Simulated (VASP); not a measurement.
Runs of VASP 6.6.1 on Ge. Symmetry: Fd-3m, No. 227, cubic system. Conventional cell: a = 5.658 Å, b = 5.658 Å, c = 5.658 Å, α = 90.00°, β = 90.00°, γ = 90.00°. Within 3.2 Å of Ge (site symmetry -43m) lie 4 Ge at 2.45 Å. 

```csv
k mesh,gap on the mesh (eV),pressure (GPa)
2 × 2 × 2,(a),8.9
4 × 4 × 4,0.04,3.5
5 × 5 × 5,0.04,3.4
7 × 7 × 7,0.03,3.4
```

Alike in all rows: task single point; level PBE; potentials or basis VASP PAW PBE potentials, release 64 (Ge_d); no spin polarisation; cell as given; cutoff (eV) 520; smearing gaussian 0.01 eV.

Question: Fill in the values left out.

Answer: (a) 0.06.

Caveats: some runs use coarse meshes.

A k mesh can miss the band edges, and the runs leave out spin-orbit coupling on Ge.
